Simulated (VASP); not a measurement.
Crystal: Pd.

```xyz
1
Lattice="-1.5437 1.5437 1.5437 1.5437 -1.5437 1.5437 1.5437 1.5437 -1.5437" Properties=species:S:1:pos:R:3 pbc="T T T"
Pd    0.0000    0.0000    0.0000
```

This isn't the form of Pd at room conditions, which is fcc.

- Program: VASP 6.6.1
- Task: relaxation of cell and atoms
- Functional: RPBE
- Potentials or basis: VASP PAW PBE potentials, release 64 (Pd)
- Cutoff: 600 eV
- k mesh: 14 × 14 × 14
- Occupations: fermi-dirac, width 0.05 eV
- Spin: collinear spin
- Starting moments: [0.5] μB

At the start: pressure 13.6 GPa; volume 14.71 Å³/atom.

Where does the relaxation end?

Over 4 steps the energy falls by 45.4 meV/atom and the volume is 15.88 Å³/atom (+7.9 %); space group Im-3m (No. 229, to 0.1 Å) before and after; moment 0.00 μB per cell.

The path:
```
step  energy change (eV)  largest force (eV/Å)  pressure (GPa)  volume (Å³)
   1              0.0000                0.0000           13.59        14.71
   2              0.0169                0.0000          -10.78        17.54
   3             -0.0454                0.0000           -0.20        15.90
   4             -0.0454                0.0000            0.01        15.88
```

Final structure:
```cif
data_structure
_symmetry_space_group_name_H-M 'P 1'
_symmetry_Int_Tables_number 1
_cell_length_a 2.7426
_cell_length_b 2.7426
_cell_length_c 2.7426
_cell_angle_alpha 109.471
_cell_angle_beta 109.471
_cell_angle_gamma 109.471
_cell_volume 15.88
loop_
_atom_site_label
_atom_site_type_symbol
_atom_site_fract_x
_atom_site_fract_y
_atom_site_fract_z
_atom_site_occupancy
Pd1 Pd 0.00000 0.00000 0.00000 1
```

Caveat: the PAW data sets were made with another functional, which shifts forces and pressure a little.
